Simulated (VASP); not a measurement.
VCd: relaxation of cell and atoms with PBE

Crystal: VCd.

```
V Cd
1.0
     3.40008    0.00000    0.00000
    -1.70004    2.94455    0.00000
     0.00000    0.00000    3.31626
V Cd
1 1
Cartesian
  0.0000 0.0000 0.0000
  1.7000 0.9815 1.6581
```

```json
{
 "Program": "VASP 6.6.1",
 "Task": "relaxation of cell and atoms",
 "Functional": "PBE",
 "Potentials or basis": "VASP PAW PBE potentials, release 64 (V_sv, Cd)",
 "Cutoff": "600 eV",
 "k mesh": "6 × 6 × 6",
 "Occupations": "gaussian, width 0.1 eV",
 "Spin": "collinear spin, ferromagnetic start",
 "Starting moments": "[2.27, 0.0] μB",
 "Dipole correction": "no",
 "Further INCAR settings": "ALGO = Normal; EDIFF = 1e-07; IBRION = 2; EDIFFG = -0.04; NSW = 90; ISIF = 3"
}
```

```
Relaxed volume                                        : 17.19 Å³/atom
Relaxed cell                                          : a = 2.834 Å, b = 2.834 Å, c = 4.943 Å, α = 90.00°, β = 90.00°, γ = 120.00°
Space group after relaxing (to 0.05 Å)                : P-6m2 (No. 187)
Energy gained by relaxing                             : 806.5 meV/atom
Ionic steps                                           : 19
Pressure after relaxing                               : 0.0 GPa
Net moment                                            : 0.00 μB per cell
Valence electrons inside the program's atomic spheres : V 11.36; Cd 10.46
```

Step by step:
| step | energy change (eV) | largest force (eV/Å) | pressure (GPa) | volume (Å³) |
| --- | --- | --- | --- | --- |
| 1 | 0.0000 | 0.0000 | 29.48 | 33.20 |
| 2 | -0.6219 | 0.0000 | -6.95 | 50.05 |
| 3 | -0.7775 | 0.0000 | -0.24 | 43.15 |
| 4 | -0.7780 | 0.0000 | -0.92 | 43.62 |
| 5 | -0.7780 | 0.0000 | -0.59 | 43.40 |
| 6 | -0.8201 | 0.0000 | -0.66 | 43.03 |
| 7 | -0.9655 | 0.0000 | -1.16 | 41.72 |
| 8 | -1.3974 | 0.0000 | -3.69 | 38.24 |
| 9 | 0.1972 | 0.0000 | 45.52 | 28.87 |
| 10 | -1.4178 | 0.0000 | -6.81 | 37.31 |
| 11 | -1.5331 | 0.0000 | 4.31 | 33.32 |
| 12 | -1.6002 | 0.0000 | -2.86 | 35.32 |
| 13 | -1.6100 | 0.0000 | -1.74 | 34.92 |
| 14 | -1.6110 | 0.0000 | -1.05 | 34.70 |
| 15 | -1.5772 | 0.0000 | 6.45 | 32.71 |
| 16 | -1.6127 | 0.0000 | 0.15 | 34.33 |
| 17 | -1.6127 | 0.0000 | 0.20 | 34.32 |
| 18 | -1.6122 | 0.0000 | -0.35 | 34.49 |
| 19 | -1.6130 | 0.0000 | 0.00 | 34.38 |

Final structure:
```yaml
crystal:
  lattice:
    - [2.83394, 0.00000, 0.00000]
    - [-1.41697, 2.45426, 0.00000]
    - [0.00000, 0.00000, 4.94322]
  atoms:
    - { symbol: V, position: [0.00000, 0.00000, 0.00000] }
    - { symbol: Cd, position: [0.66667, 0.33333, 0.50000] }
```

Levels at points of the mesh, in eV from the Fermi level:
Spin up:
| k point | band 10 | band 11 | band 12 | band 13 | band 14 | band 15 |
| --- | --- | --- | --- | --- | --- | --- |
| (0.00, 0.00, 0.00) | -8.25 | -2.37 | -1.77 | 0.39 | 0.39 | 1.58 |
| (0.50, 0.00, 0.00) | -2.82 | -1.49 | -1.42 | -0.51 | 1.21 | 2.59 |
| (0.00, 0.00, 0.50) | -7.28 | -5.41 | -1.17 | 0.43 | 0.43 | 1.57 |
| (0.50, 0.00, 0.50) | -2.36 | -1.98 | -0.80 | 0.34 | 1.02 | 1.25 |
Spin down:
| k point | band 9 | band 10 | band 11 | band 12 | band 13 | band 14 | band 15 | band 16 |
| --- | --- | --- | --- | --- | --- | --- | --- | --- |
| (0.00, 0.00, 0.00) | -8.25 | -8.25 | -2.37 | -1.77 | 0.39 | 0.39 | 1.58 | 1.58 |
| (0.50, 0.00, 0.00) | -7.78 | -2.82 | -1.49 | -1.42 | -0.51 | 1.21 | 2.59 | 2.93 |
| (0.00, 0.00, 0.50) | -8.25 | -7.28 | -5.41 | -1.17 | 0.43 | 0.43 | 1.57 | 1.57 |
| (0.50, 0.00, 0.50) | -7.78 | -2.36 | -1.98 | -0.80 | 0.34 | 1.02 | 1.25 | 2.59 |

Wall time 14 min on 1 thread of AMD EPYC 7R13 Processor (Zen 3) (shared host), peak memory 0.17 GiB.
